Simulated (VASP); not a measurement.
# Bi (Fm-3m) in VASP: notebook, part 2 of 2

VASP 6.6.1. Earlier steps stand in the parts before.

## Step 4: Relaxation of cell and atoms, LDA, target pressure 30 GPa, at which the enthalpy is minimised

The input, INCAR:

```
SYSTEM = Bi
  ALGO = Normal
  EDIFF = 1E-7
  EDIFFG = -0.02
  ENCUT = 500
  GGA = CA
  GGA_COMPAT = .FALSE.
  IBRION = 2
  ISIF = 3
  ISMEAR = 0
  LASPH = .TRUE.
  LCHARG = .FALSE.
  LREAL = .FALSE.
  LWAVE = .FALSE.
  NELM = 120
  NELMIN = 4
  NSW = 80
  PREC = Accurate
  PSTRESS = 300.0
  SIGMA = 0.1
```

The input, KPOINTS:

```
k-points
0
G
  6 6 6
  0 0 0
```

The input, POSCAR:

```
Bi
1.0
    0.0000000000      2.6000000000      2.6000000000
    2.6000000000      0.0000000000      2.6000000000
    2.6000000000      2.6000000000      0.0000000000
Bi
1
Direct
    0.0000000000      0.0000000000      0.0000000000
```

Potentials or basis: VASP PAW LDA potentials, release 64 (Bi_d).

Started as:

```console
$ cat potpaw_LDA.64/Bi_d/POTCAR > POTCAR
$ mpirun -np 1 vasp_std > vasp.out
```

OUTCAR:

```text
SYSTEM = Bi
   EDIFF = 1E-7
   EDIFFG = -0.02
   ENCUT = 500
   GGA = CA
   IBRION = 2
   ISIF = 3
   ISMEAR = 0
   LASPH = .TRUE.
   LREAL = .FALSE.
   NELM = 120
   NELMIN = 4
   NSW = 80
   PREC = Accurate
   PSTRESS = 300.0

 ion  position               nearest neighbor table
   1  0.000  0.000  0.000-

  LATTYP: Found a face centered cubic cell.
 ALAT       =     5.2000000000

  Lattice vectors:

 A1 = (   0.0000000000,   2.6000000000,   2.6000000000)
 A2 = (   2.6000000000,   0.0000000000,   2.6000000000)
 A3 = (   2.6000000000,   2.6000000000,   0.0000000000)

Analysis of symmetry for initial positions (statically):
=====================================================================
 Subroutine PRICEL returns:
 Original cell was already a primitive cell.

 Routine SETGRP: Setting up the symmetry group for a
 face centered cubic supercell.

 Subroutine GETGRP returns: Found 48 space group operations
 (whereof 48 operations were pure point group operations)
 out of a pool of 48 trial point group operations.

The static configuration has the point symmetry O_h .

Analysis of symmetry for dynamics (positions and initial velocities):
=====================================================================
 Subroutine PRICEL returns:
 Original cell was already a primitive cell.

[... 132 lines left out ...]
 maximum number of plane-waves:       911
   NGX = 13   NGY = 13   NGZ = 13

--------------------------------------- Ionic step        1  -------------------------------------------

 number of electron      15.0000007 magnetization

 Free energy of the ion-electron system (eV)
  ---------------------------------------------------
  ext. energy  EPLUGINS =         0.00000000
  ---------------------------------------------------
  free energy    TOTEN  =        -4.29694718 eV

  energy without entropy =       -4.29044249  energy(sigma->0) =       -4.29369484

 E-fermi :   6.5087     XC(G=0):  -9.9688

 val. band max:        6.4888696959   @ k =  -0.3333   0.1667   0.0000
 cond. band min:       6.6203162425   @ k =   0.5000   0.5000   0.0000
 fundamental gap:      0.1314465466
 Fermi energy:         6.5086647043
[... 549 lines left out ...]
 k-point    16 :      -0.3333    0.5000    0.1667
  band No.  band energies     occupation
      1     -14.6041      2.00000
      2     -14.5726      2.00000
      3     -14.4569      2.00000
      4     -14.4413      2.00000
      5     -14.3800      2.00000
      6      -1.0834      2.00000
      7       4.5449      2.00000
      8       6.7890      2.00000
      9       7.5350      2.00000
     10      15.9192      0.00000
     11      16.9417      0.00000

[... ionic steps 4 to 7 ...]

--------------------------------------- Ionic step        8  -------------------------------------------

 number of electron      15.0000002 magnetization

------------------------ aborting loop because EDIFF is reached ----------------------------------------
[... 69 lines left out ...]
--------------------------------------- Ionic step       10  -------------------------------------------

 number of electron      15.0000002 magnetization

 Free energy of the ion-electron system (eV)
  ---------------------------------------------------
  ext. energy  EPLUGINS =         0.00000000
  ---------------------------------------------------
  free energy    TOTEN  =        -3.96348124 eV

  energy without entropy =       -3.95521728  energy(sigma->0) =       -3.95934926

 E-fermi :  12.5867     XC(G=0): -12.1053

 val. band max:       12.5761546564   @ k =   0.5000   0.5000   0.0000
 cond. band min:      12.5913474312   @ k =  -0.3333   0.3333   0.1667
 fundamental gap:      0.0151927748
 Fermi energy:        12.5867398628
[... 254 lines left out ...]
  energy  without entropy=       -3.9552172823  energy(sigma->0) =       -3.95934926

  enthalpy is  TOTEN    =         0.2986323947 eV   P V=        4.2621136369

 reached required accuracy - stopping structural energy minimisation
```

OSZICAR:

```text
N       E                     dE             d eps       ncg     rms          rms(c)
DAV:   1     0.106426920166E+03    0.10643E+03   -0.79810E+03   352   0.149E+03
DAV:   2     0.138269286142E+01   -0.10504E+03   -0.10275E+03   358   0.362E+02
DAV:   3    -0.416810560766E+01   -0.55508E+01   -0.55234E+01   425   0.910E+01
[... 110 lines left out ...]
DAV:   4    -0.396341809563E+01   -0.79835E-04   -0.49270E-04   358   0.281E-01    0.281E-02
DAV:   5    -0.396349308586E+01   -0.74990E-04   -0.35383E-04   381   0.200E-01    0.124E-02
DAV:   6    -0.396348019852E+01    0.12887E-04   -0.28782E-05   366   0.659E-02    0.352E-03
DAV:   7    -0.396348124375E+01   -0.10452E-05   -0.40867E-06   381   0.176E-02    0.500E-04
DAV:   8    -0.396348124212E+01    0.16244E-08   -0.10833E-07   311   0.400E-03
  10 F= 0.29863239E+00 E0= 0.30276437E+00  d E =-.759908E-03
```

It took 1.9 min on 1 thread of Intel Xeon 8259CL, shared host; peak memory 0.13 GiB.

Results:

```
Free energy                                                : -3.9635 eV
Relaxed volume                                             : 22.76 Å³/atom
Relaxed cell                                               : a = 3.181 Å, b = 3.181 Å, c = 3.181 Å, α = 60.00°, β = 60.00°, γ = 60.00°
Space group after relaxing (to 0.1 Å)                      : Fm-3m (No. 225)
Energy change on relaxing (the run minimises the enthalpy) : +333.5 meV/atom
Ionic steps                                                : 10
Pressure after relaxing                                    : 30.0 GPa
Band gap on the k mesh                                     : zero (an odd number of electrons rules out a gap without spin polarisation)
```

The path:
```tsv
step	energy change (eV)	largest force (eV/Å)	pressure (GPa)	volume (Å³)
1	0.0000	0.0000	-7.74	35.15
2	38.9232	0.0000	1971.37	7.61
3	-0.1293	0.0000	-4.21	31.80
4	-0.1620	0.0000	0.21	29.38
5	0.7080	0.0000	45.88	21.16
6	0.2459	0.0000	26.08	23.26
7	0.3259	0.0000	29.65	22.80
8	0.3662	0.0000	31.43	22.59
9	0.2613	0.0000	26.81	23.17
10	0.3335	0.0000	29.99	22.76
```

Final structure:
```xyz
1
Lattice="0.0000 2.2494 2.2494 2.2494 0.0000 2.2494 2.2494 2.2494 0.0000" Properties=species:S:1:pos:R:3 pbc="T T T"
Bi    0.0000    0.0000    0.0000
```

Caveat: the cell is relaxed towards a set pressure, so the run minimises the enthalpy, not the energy; the volume moved by over 15 % at a fixed basis, so the end points are rough; spin-orbit coupling is left out, which moves the levels of the heavy elements.

## Step 5: Summary

| cell | gap on the mesh (eV) | pressure (GPa) |
| --- | --- | --- |
| relaxed | none | 0.0 |
| relaxed to 15 GPa | none | 15.1 |
| relaxed to 30 GPa | none | 30.0 |

Alike in all rows: task relaxation of cell and atoms; level LDA; potentials or basis VASP PAW LDA potentials, release 64 (Bi_d); no spin polarisation; k mesh 6 × 6 × 6; cutoff (eV) 500; smearing gaussian 0.1 eV.

Caveats: the volume moved by over 15 % at a fixed basis, so the end points are rough; spin-orbit coupling is left out, which moves the levels of the heavy elements; the cell is relaxed towards a set pressure, so the run minimises the enthalpy, not the energy (at least some runs).

Total energies depend on the potentials used, so only differences within one code and one set of settings carry meaning.

The gap in the log of VASP goes by the Fermi energy; the results here count the filled bands.